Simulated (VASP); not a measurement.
Set up this calculation in VASP 6.6.1, as the native input.

```
Task                   : single point
Functional             : PBE
Dispersion             : D3(BJ)
Potentials or basis    : VASP PAW PBE potentials, release 64 (Ti_sv, O)
Cutoff                 : 520 eV
k mesh                 : 9 × 9 × 9
Occupations            : gaussian, width 0.05 eV
Spin                   : no spin polarisation
Hubbard terms          : Ti d U = 4.0 eV
Dipole correction      : no
Further INCAR settings : ALGO = Normal; EDIFF = 1e-06; NBANDS = 19
```

The structure of TiO2 lies in POSCAR:

```
TiO2
1.0
    1.3987500000      0.8075686890      4.1903000000
   -1.3987500000      0.8075686890      4.1903000000
    0.0000000000     -1.6151373781      4.1903000000
Ti O
1 2
Direct
    0.0000000000      0.0000000000      0.0000000000
    0.6017580785      0.6017580785      0.6017580785
    0.3982419215      0.3982419215      0.3982419215
```

These files were run (other wordings do the same):

INCAR

```
SYSTEM = TiO2
PREC = Accurate ; ENCUT = 520
EDIFF = 1E-6 ; ISMEAR = 0
SIGMA = 0.05 ; LREAL = .False.
LASPH = .True. ; NELM = 150
ALGO = Normal ; ISIF = 2
LWAVE = .False. ; LCHARG = .False.
LMAXMIX = 4 ; LDAU = .True.
LDAUTYPE = 2 ; LDAUL = 2 -1
LDAUU = 4 0 ; LDAUJ = 0 0
LDAUPRINT = 1 ; GGA = PE
IVDW = 12 ; NBANDS = 19
```

KPOINTS

```
Automatic mesh
0
Gamma
  9 9 9
  0 0 0
```

Potentials or basis: VASP PAW PBE potentials, release 64 (Ti_sv, O).

The run is started by

```console
$ cat potpaw_PBE.64/Ti_sv/POTCAR potpaw_PBE.64/O/POTCAR > POTCAR
$ mpirun -np 1 vasp_std > vasp.out
```

It gave:

| Property | Result |
| --- | --- |
| Pressure | 96.2 GPa |
| Largest force | 6.660 eV/Å |
| Band gap on the k mesh | 3.57 eV (least direct gap 4.20 eV) |
| Dispersion energy per atom | -0.269 eV |

Caveat: the stress differs along the axes, from 72 to 109 GPa; forces of over 1 eV/Å act on the atoms, so gaps and moduli don't describe the material at rest.

Run time: 2.1 min on 1 thread of Intel Xeon 8259CL, on a shared host, peak memory 0.23 GiB.
